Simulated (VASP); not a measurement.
# WC (P-6m2) in VASP: notebook

Runs on WC. Level: r2SCAN+rVV10. Tasks: single point.

All numbers are computed with VASP 6.6.1; they aren't measurements. Logs are shortened: lines on timing, memory, paths and dates and some standing lists are left out, and cuts for length are marked.

## 1. The cell of the first run

Symmetry: P-6m2, No. 187, hexagonal system. The conventional cell has a = 2.847 Å, b = 2.847 Å, c = 2.779 Å, α = 90.00°, β = 90.00°, γ = 120.00°. W (site symmetry -6m2) has 6 C at 2.15 Å and 8 W at 2.78 to 2.85 Å within 2.9 Å. Within 2.9 Å of C (site symmetry -6m2) lie 6 W at 2.15 Å and 8 C at 2.78 to 2.85 Å.

## 2. Single point, r2SCAN+rVV10

Contents of POSCAR:

```
WC
1.0
    2.8471670250      0.0000000000      0.0000000000
   -1.4235835125      2.4657189725      0.0000000000
    0.0000000000      0.0000000000      2.7786939560
W C
1 1
Direct
    0.0000000000      0.0000000000      0.0000000000
    0.6666666667      0.3333333333      0.5000000000
```

Contents of INCAR.step1:

```
  PREC = Accurate
  ENCUT = 520
  ISMEAR = -1
  SIGMA = 0.05
  LREAL = False
  LASPH = True
  NELM = 100
  NBANDS = 16
  GGA = PE
  ALGO = Normal
  EDIFF = 1E-4
  LWAVE = True
  LCHARG = False
```

Contents of INCAR.step2:

```
  PREC = Accurate
  ENCUT = 520
  EDIFF = 1E-6
  ISMEAR = -1
  SIGMA = 0.05
  LREAL = False
  LASPH = True
  NELM = 100
  ALGO = Normal
  ISIF = 2
  LWAVE = False
  LCHARG = False
  METAGGA = R2SCAN
  LMIXTAU = True
  LUSE_VDW = True
  IVDW_NL = 2
  BPARAM = 11.95
  CPARAM = 0.0093
  NBANDS = 16
  ISTART = 1
```

Contents of KPOINTS:

```
Automatic mesh
0
Gamma
  10 10 9
```

Potentials or basis: VASP PAW PBE potentials, release 64 (W_sv, C).

Run with:

```sh
> cat potpaw_PBE.64/W_sv/POTCAR potpaw_PBE.64/C/POTCAR > POTCAR
> cp INCAR.step1 INCAR
> mpirun -np 1 vasp_std > vasp.out
> cp INCAR.step2 INCAR
> mpirun -np 1 vasp_std > vasp.out
```

OUTCAR:

```text
PREC = Accurate
   ENCUT = 520
   EDIFF = 1E-6
   ISMEAR = -1
   LREAL = False
   LASPH = True
   NELM = 100
   ISIF = 2
   METAGGA = R2SCAN
   IVDW_NL = 2
   BPARAM = 11.95
   ISTART = 1

 ion  position               nearest neighbor table
   1  0.000  0.000  0.000-   2 2.15   2 2.15   2 2.15   2 2.15   2 2.15   2 2.15
   2  0.667  0.333  0.500-   1 2.15   1 2.15   1 2.15   1 2.15   1 2.15   1 2.15

  LATTYP: Found a hexagonal cell.
 ALAT       =     2.8471670250
 C/A-ratio  =     0.9759504559

  Lattice vectors:

 A1 = (   2.8471670250,   0.0000000000,   0.0000000000)
 A2 = (  -1.4235835125,   2.4657189725,   0.0000000000)
 A3 = (   0.0000000000,   0.0000000000,   2.7786939560)

Analysis of symmetry for initial positions (statically):
=====================================================================
 Subroutine PRICEL returns:
 Original cell was already a primitive cell.

 Routine SETGRP: Setting up the symmetry group for a
 hexagonal supercell.

 Subroutine GETGRP returns: Found 12 space group operations
 (whereof 12 operations were pure point group operations)
 out of a pool of 24 trial point group operations.

The static configuration has the point symmetry D_3h.

Analysis of symmetry for dynamics (positions and initial velocities):
=====================================================================
 Subroutine PRICEL returns:
 Original cell was already a primitive cell.

 Routine SETGRP: Setting up the symmetry group for a
 hexagonal supercell.

 Subroutine GETGRP returns: Found 12 space group operations
 (whereof 12 operations were pure point group operations)
 out of a pool of 24 trial point group operations.

The dynamic configuration has the point symmetry D_3h.

 Subroutine INISYM returns: Found 12 space group operations
 (whereof 12 operations are pure point group operations),
 and found     1 'primitive' translations

----------------------------------------------------------------------------------------

                                     Primitive cell

  volume of cell :      19.5073

  direct lattice vectors                    reciprocal lattice vectors
     2.847167025  0.000000000  0.000000000     0.351226321  0.202780611  0.000000000
    -1.423583513  2.465718972  0.000000000     0.000000000  0.405561222  0.000000000
     0.000000000  0.000000000  2.778693956     0.000000000  0.000000000  0.359881302

  length of vectors
     2.847167025  2.847167025  2.778693956     0.405561222  0.405561222  0.359881302

  position of ions in fractional coordinates (direct lattice)
     0.000000000  0.000000000  0.000000000
     0.666666667  0.333333333  0.500000000

  ion indices of the primitive-cell ions
   primitive index   ion index
                 1           1
                 2           2

----------------------------------------------------------------------------------------

 KPOINTS: Automatic mesh

Automatic generation of k-mesh.
 Grid dimensions read from file:
 generate k-points for:   10   10    9

 Generating k-lattice:

  Cartesian coordinates                     Fractional coordinates (reciprocal lattice)
     0.035122632  0.020278061  0.000000000     0.100000000  0.000000000  0.000000000
     0.000000000  0.040556122  0.000000000     0.000000000  0.100000000  0.000000000
     0.000000000  0.000000000  0.039986811     0.000000000  0.000000000  0.111111111

  Length of vectors
     0.040556122  0.040556122  0.039986811

  Shift w.r.t. Gamma in fractional coordinates (k-lattice)
     0.000000000  0.000000000  0.000000000

 Subroutine IBZKPT returns following result:
 ===========================================

 Found     70 irreducible k-points:

 Following reciprocal coordinates:
            Coordinates               Weight
  0.000000  0.000000  0.000000      1.000000
  0.100000 -0.000000  0.000000      6.000000
  0.200000 -0.000000  0.000000      6.000000
  0.300000  0.000000  0.000000      6.000000
  0.400000  0.000000  0.000000      6.000000
  0.500000  0.000000  0.000000      3.000000
[... 16 lines left out ...]
  0.300000  0.100000  0.111111     24.000000
  0.400000  0.100000  0.111111     24.000000
 [... further k-points ...]
   k-points           NKPTS =     70   k-points in BZ     NKDIM =     70   number of bands    NBANDS=     16
   number of dos      NEDOS =    301   number of ions     NIONS =      2
   total plane-waves  NPLWV =  13824
   dimension x,y,z NGX =    24 NGY =   24 NGZ =   24
   dimension x,y,z NGXF=    48 NGYF=   48 NGZF=   48
   ions per type =               1   1
   NGX,Y,Z   is equivalent  to a cutoff of  14.01, 14.01, 14.36 a.u.
   NGXF,Y,Z  is equivalent  to a cutoff of  28.03, 28.03, 28.72 a.u.
 SYSTEM =  unknown system
   PREC   = accura    normal or accurate (medium, high low for compatibility)
   ISTART =      1    job   : 0-new  1-cont  2-samecut
   ICHARG =      0    charge: 1-file 2-atom 10-const
   ISPIN  =      1    spin polarized calculation?
   LNONCOLLINEAR =      F non collinear calculations
   LSORBIT =      F    spin-orbit coupling
   LASPH  =      T    aspherical Exc in radial PAW
   ENCUT  =  520.0 eV  38.22 Ry    6.18 a.u.   5.29  5.29  5.17*2*pi/ulx,y,z
   NELM   =    100;   NELMIN=  2; NELMDL=  0     # of ELM steps
   EDIFF  = 0.1E-05   stopping-criterion for ELM
   LREAL  =      F    real-space projection
   EDIFFG = 0.1E-04   stopping-criterion for IOM
   NSW    =      0    number of steps for IOM
   IBRION =     -1    ionic relax: 0-MD 1-quasi-New 2-CG
   NFREE  =      0    steps in history (QN), initial steepest desc. (CG)
   ISIF   =      2    stress and relaxation
   ISYM   =      2    0-nonsym 1-usesym 2-fastsym
   POTIM  = 0.5000    time-step for ionic-motion
   TEBEG  =    0.0;   TEEND  =   0.0 temperature during run
   PSTRESS=    0.0 pullay stress
   NELECT =      18.0000    total number of electrons
   NUPDOWN=      -1.0000    fix difference up-down
   EMIN   =  10.00;   EMAX   =-10.00  energy-range for DOS
   EFERMI =   0.00;   METHOD = LEGACY
   ISMEAR =    -1;   SIGMA  =   0.05  broadening in eV -4-tet -1-fermi 0-gaus
   EFERMI_NEDOS =   21; number of points for ismear=-14 and -15
   IALGO  =     38    algorithm
   IMIX   =      4    mixing-type and parameters
     AMIX     =   0.40;   BMIX     =  1.00
     AMIX_MAG =   1.60;   BMIX_MAG =  1.00
  volume/ion in A,a.u.               =       9.75        65.82
  Fermi-wavevector in a.u.,A,eV,Ry     =   1.593798  3.011841 34.561407  2.540192
  Thomas-Fermi vector in A             =   2.691972
   LORBIT       =      0    0 simple, 1 ext, 2 COOP (PROOUT), +10 PAW based schemes
   METAGGA = R2SCAN    functional components
   LHFCALC =     F    Hartree Fock is set to
   AEXX    =    0.0000 exact exchange contribution
   IVDW_NL    =     2    kernel type
   BPARAM     =11.9500
   IVDW    =     0    specifies the selected vdW correction
   LEPSILON=     F    determine dielectric tensor
   LRPA    =     F    only Hartree local field effects (RPA)
 non-spin polarized calculation
  energy-cutoff  :      520.00
  volume of cell :       19.51
 maximum number of plane-waves:       541
 NGX is ok and might be reduce to    24
   NGX = 11   NGY = 11   NGZ = 11

 number of electron      18.0000000 magnetization

 Free energy of the ion-electron system (eV)
  ---------------------------------------------------
  ext. energy  EPLUGINS =         0.00000000
  ---------------------------------------------------
  free energy    TOTEN  =       -61.25822447 eV

  energy without entropy =      -61.25647178  energy(sigma->0) =      -61.25734812

 E-fermi :  11.8667     XC(G=0): -15.3909

 val. band max:       11.8525665256   @ k =   0.4000   0.2000   0.0000
 cond. band min:      11.8996623625   @ k =   0.1000  -0.0000   0.3333
 fundamental gap:      0.0470958369
 Fermi energy:        11.8667080316

 k-point     1 :       0.0000    0.0000    0.0000
  band No.  band energies     occupation
      1     -63.9301      2.00000
      2     -27.2370      2.00000
      3     -27.0993      2.00000
      4     -27.0993      2.00000
      5      -3.8813      2.00000
      6       6.9820      2.00000
[... 8 lines left out ...]
     15      27.7771      0.00000
     16      30.0298      0.00000

 k-point     2 :       0.1000   -0.0000    0.0000
  band No.  band energies     occupation
      1     -63.9218      2.00000
      2     -27.2228      2.00000
      3     -27.2091      2.00000
      4     -27.1237      2.00000
      5      -3.5891      2.00000
      6       7.0397      2.00000
[... 8 lines left out ...]
     15      27.1932      0.00000
     16      30.6497      0.00000

 k-point     3 :       0.2000   -0.0000    0.0000
  band No.  band energies     occupation
      1     -63.9000      2.00000
      2     -27.4889      2.00000
      3     -27.1869      2.00000
      4     -27.1852      2.00000
      5      -2.7930      2.00000
      6       6.2815      2.00000
[... 8 lines left out ...]
     15      26.9187      0.00000
     16      31.9186      0.00000

 k-point     4 :       0.3000    0.0000    0.0000
  band No.  band energies     occupation
      1     -63.8730      2.00000
      2     -27.8209      2.00000
      3     -27.2640      2.00000
      4     -27.1385      2.00000
      5      -1.7140      2.00000
      6       5.2388      2.00000
[... 8 lines left out ...]
     15      28.0287      0.00000
     16      30.9362      0.00000

 k-point     5 :       0.4000    0.0000    0.0000
  band No.  band energies     occupation
      1     -63.8510      2.00000
      2     -28.0793      2.00000
      3     -27.3256      2.00000
      4     -27.1004      2.00000
      5      -0.7023      2.00000
      6       4.4933      2.00000
[... 8 lines left out ...]
     15      27.5325      0.00000
     16      30.8538      0.00000

 k-point     6 :       0.5000    0.0000    0.0000
  band No.  band energies     occupation
      1     -63.8426      2.00000
      2     -28.1758      2.00000
      3     -27.3489      2.00000
      4     -27.0858      2.00000
      5      -0.2578      2.00000
      6       4.2190      2.00000
[... 8 lines left out ...]
     15      26.3513      0.00000
     16      32.0419      0.00000

 k-point     7 :       0.1000    0.1000    0.0000
  band No.  band energies     occupation
      1     -63.9068      2.00000
      2     -27.3956      2.00000
      3     -27.1968      2.00000
      4     -27.1757      2.00000
      5      -3.0431      2.00000
      6       6.5872      2.00000
[... 8 lines left out ...]
     15      26.9070      0.00000
     16      31.5352      0.00000

 k-point     8 :       0.2000    0.1000    0.0000
  band No.  band energies     occupation
      1     -63.8823      2.00000
      2     -27.6816      2.00000
      3     -27.2655      2.00000
      4     -27.1547      2.00000
      5      -2.0921      2.00000
      6       5.6406      2.00000
[... 8 lines left out ...]
     15      27.3837      0.00000
     16      31.6423      0.00000

 k-point     9 :       0.3000    0.1000    0.0000
  band No.  band energies     occupation
      1     -63.8578      2.00000
      2     -27.9565      2.00000
      3     -27.3550      2.00000
      4     -27.1122      2.00000
      5      -1.0055      2.00000
      6       4.8121      2.00000
[... 8 lines left out ...]
     15      28.7096      0.00000
     16      29.9933      0.00000
[... 172 lines left out ...]
 k-point    19 :       0.4000    0.0000    0.1111
  band No.  band energies     occupation
      1     -63.8441      2.00000
      2     -28.0618      2.00000
      3     -27.3133      2.00000
      4     -27.2112      2.00000
      5      -0.5804      2.00000
      6       4.4330      2.00000
[... 8 lines left out ...]
     15      27.1278      0.00000
     16      30.7148      0.00000

 k-point    20 :       0.5000    0.0000    0.1111
  band No.  band energies     occupation
      1     -63.8358      2.00000
      2     -28.1576      2.00000
      3     -27.3365      2.00000
      4     -27.1955      2.00000
      5      -0.1759      2.00000
      6       4.0907      2.00000
[... 8 lines left out ...]
     15      26.4468      0.00000
     16      31.7878      0.00000

 k-point    21 :       0.1000    0.1000    0.1111
  band No.  band energies     occupation
      1     -63.8998      2.00000
      2     -27.3862      2.00000
      3     -27.3120      2.00000
      4     -27.1646      2.00000
      5      -2.7450      2.00000
      6       6.7651      2.00000
[... 8 lines left out ...]
     15      26.6493      0.00000
     16      31.0350      0.00000

 k-point    22 :       0.2000    0.1000    0.1111
  band No.  band energies     occupation
      1     -63.8754      2.00000
      2     -27.6675      2.00000
      3     -27.2692      2.00000
      4     -27.2536      2.00000
      5      -1.8561      2.00000
      6       5.8110      2.00000
[... 8 lines left out ...]
     15      26.8034      0.00000
     16      31.1776      0.00000

 k-point    23 :       0.3000    0.1000    0.1111
  band No.  band energies     occupation
      1     -63.8509      2.00000
      2     -27.9400      2.00000
      3     -27.3425      2.00000
      4     -27.2238      2.00000
      5      -0.8606      2.00000
      6       4.8939      2.00000
[... 8 lines left out ...]
     15      27.7349      0.00000
     16      30.1468      0.00000

 k-point    24 :       0.4000    0.1000    0.1111
  band No.  band energies     occupation
      1     -63.8358      2.00000
      2     -28.1038      2.00000
      3     -27.3968      2.00000
      4     -27.1955      2.00000
      5      -0.1458      2.00000
      6       4.3212      2.00000
[... 8 lines left out ...]
     15      26.9975      0.00000
     16      31.1957      0.00000

 [... further k-points ...]
[... 5 lines left out ...]
  --------------------------------------------------------------------------------------
  -------------------------------------------------------------------------------------
  Total        3.7116644      3.7116644      4.0762419     -0.0000000     -0.0000000     -0.0000000
  in kB      304.8470813    304.8470813    334.7906259     -0.0000000     -0.0000000     -0.0000000
  external PRESSURE =     314.8282628 kB  Pullay stress =       0.0000000 kB

 VOLUME and BASIS-vectors are now :
 -----------------------------------------------------------------------------
  energy-cutoff  :      520.00
  volume of cell :       19.51
      direct lattice vectors                 reciprocal lattice vectors
     2.847167025  0.000000000  0.000000000     0.351226321  0.202780611  0.000000000
    -1.423583513  2.465718972  0.000000000     0.000000000  0.405561222  0.000000000
     0.000000000  0.000000000  2.778693956     0.000000000  0.000000000  0.359881302

 POSITION                                       TOTAL-FORCE (eV/Angst)
 -----------------------------------------------------------------------------------
      0.00000      0.00000      0.00000         0.000000      0.000000      0.000000
      1.42358      0.82191      1.38935        -0.000000      0.000000      0.000000
 -----------------------------------------------------------------------------------
    total drift:                               -0.000000      0.000000      0.000000

  FREE ENERGIE OF THE ION-ELECTRON SYSTEM (eV)
  ---------------------------------------------------
  free  energy   TOTEN  =       -61.2582244683 eV

  energy  without entropy=      -61.2564717802  energy(sigma->0) =      -61.25734812
```

It took 51 s on 1 thread of AMD EPYC 9R45 (Zen 5), shared host; peak memory 0.2 GiB.

What came out:

| Quantity | Value |
| --- | --- |
| Free energy | -61.2582 eV |
| Pressure | 31.5 GPa |
| Band gap on the k mesh | zero (bands 9 and 10 overlap by 1.33 eV) |

Caveat: the cell stands under pressure; the PAW data sets were made with another functional, which shifts forces and pressure a little; spin-orbit coupling is left out, which moves the levels of the heavy elements.

## 3. Single point, r2SCAN+rVV10

This run uses another cell than the first one, of 9.96 Å³/atom.

Contents of POSCAR:

```
WC
1.0
    2.8672181576      0.0000000000      0.0000000000
   -1.4336090788      2.4830837627      0.0000000000
    0.0000000000      0.0000000000      2.7982628680
W C
1 1
Direct
    0.0000000000      0.0000000000      0.0000000000
    0.6666666667      0.3333333333      0.5000000000
```

Contents of INCAR.step1:

```
ALGO = Normal
EDIFF = 1E-4
ENCUT = 520
GGA = PE
ISMEAR = -1
LASPH = T
LCHARG = F
LREAL = F
LWAVE = T
NBANDS = 16
NELM = 80
PREC = Accurate
SIGMA = 0.05
```

Contents of INCAR.step2:

```
ALGO = Normal
BPARAM = 11.95
CPARAM = 0.0093
EDIFF = 1E-6
ENCUT = 520
ISIF = 2
ISMEAR = -1
ISTART = 1
IVDW_NL = 2
LASPH = T
LCHARG = F
LMIXTAU = T
LREAL = F
LUSE_VDW = T
LWAVE = F
METAGGA = R2SCAN
NBANDS = 16
NELM = 80
PREC = Accurate
SIGMA = 0.05
```

Contents of KPOINTS:

```
k-points
0
Gamma
  10 10 9
```

Potentials or basis: VASP PAW PBE potentials, release 64 (W_sv, C).

Run with:

```sh
> cat potpaw_PBE.64/W_sv/POTCAR potpaw_PBE.64/C/POTCAR > POTCAR
> cp INCAR.step1 INCAR
> mpirun -np 1 vasp_std > vasp.out
> cp INCAR.step2 INCAR
> mpirun -np 1 vasp_std > vasp.out
```

Wall time 53 s (1 thread of AMD EPYC 9R45 (Zen 5), shared host); peak memory 0.2 GiB.

Results (log left out):

* Free energy: -61.3256 eV
* Pressure: 20.5 GPa
* Band gap on the k mesh: zero (bands 9 and 10 overlap by 1.29 eV)

Stress tensor (GPa, compression positive):
```
20.05  0.00  0.00
 0.00 20.05  0.00
 0.00  0.00 21.40
```

Levels at points of the mesh, in eV from the Fermi level:
| k point | band 7 | band 8 | band 9 | band 10 | band 11 | band 12 |
| --- | --- | --- | --- | --- | --- | --- |
| (0.00, 0.00, 0.00) | -3.68 | -3.68 | 0.09 | 3.61 | 3.61 | 6.19 |
| (0.50, 0.00, 0.00) | -3.97 | -3.92 | -0.54 | 2.62 | 5.00 | 5.40 |

Caveat: the cell stands under pressure; the PAW data sets were made with another functional, which shifts forces and pressure a little; spin-orbit coupling is left out, which moves the levels of the heavy elements.

## 4. Single point, r2SCAN+rVV10

This run uses another cell than the first one, of 10.17 Å³/atom.

Contents of POSCAR:

```
WC
1.0
    2.8869927008      0.0000000000      0.0000000000
   -1.4434963504      2.5002090195      0.0000000000
    0.0000000000      0.0000000000      2.8175618425
W C
1 1
Direct
    0.0000000000      0.0000000000      0.0000000000
    0.6666666667      0.3333333333      0.5000000000
```

Contents of INCAR.step1:

```
PREC = Accurate
ENCUT = 520
ISMEAR = -1
SIGMA = 0.05
LREAL = False
LASPH = True
NELM = 60
NBANDS = 16
GGA = PE
ALGO = Normal
EDIFF = 1E-4
LWAVE = True
LCHARG = False
```

Contents of INCAR.step2:

```
PREC = Accurate
ENCUT = 520
EDIFF = 1E-7
ISMEAR = -1
SIGMA = 0.05
LREAL = False
LASPH = True
NELM = 60
ALGO = Normal
ISIF = 2
LWAVE = False
LCHARG = False
METAGGA = R2SCAN
LMIXTAU = True
LUSE_VDW = True
IVDW_NL = 2
BPARAM = 11.95
CPARAM = 0.0093
NBANDS = 16
ISTART = 1
```

Contents of KPOINTS:

```
Automatic mesh
0
Gamma
  10 10 9
```

Run with:

```sh
> cat potpaw_PBE.64/W_sv/POTCAR potpaw_PBE.64/C/POTCAR > POTCAR
> cp INCAR.step1 INCAR
> mpirun -np 1 vasp_std > vasp.out
> cp INCAR.step2 INCAR
> mpirun -np 1 vasp_std > vasp.out
```

It took 64 s on 1 thread of AMD EPYC 9R45 (Zen 5), shared host; peak memory 0.2 GiB.

The run converged. Its results:

```
Free energy            : -61.3661 eV
Pressure               : 10.7 GPa
Band gap on the k mesh : zero (bands 9 and 10 overlap by 1.26 eV)
```

Stress tensor (GPa, compression positive):
```
10.74  0.00  0.00
 0.00 10.74  0.00
 0.00  0.00 10.63
```

Levels at points of the mesh, in eV from the Fermi level:
```csv
k point,band 5,band 6,band 7,band 8,band 9,band 10,band 11,band 12,band 13,band 14
"(0.00, 0.00, 0.00)",-15.44,-4.64,-3.60,-3.60,0.08,3.50,3.50,6.06,6.06,6.91
"(0.50, 0.00, 0.00)",-11.95,-7.47,-3.88,-3.83,-0.54,2.54,4.86,5.25,7.39,10.28
```

Caveat: the cell stands under pressure; the PAW data sets were made with another functional, which shifts forces and pressure a little; spin-orbit coupling is left out, which moves the levels of the heavy elements.

(Part 1 of 2 ends here.)
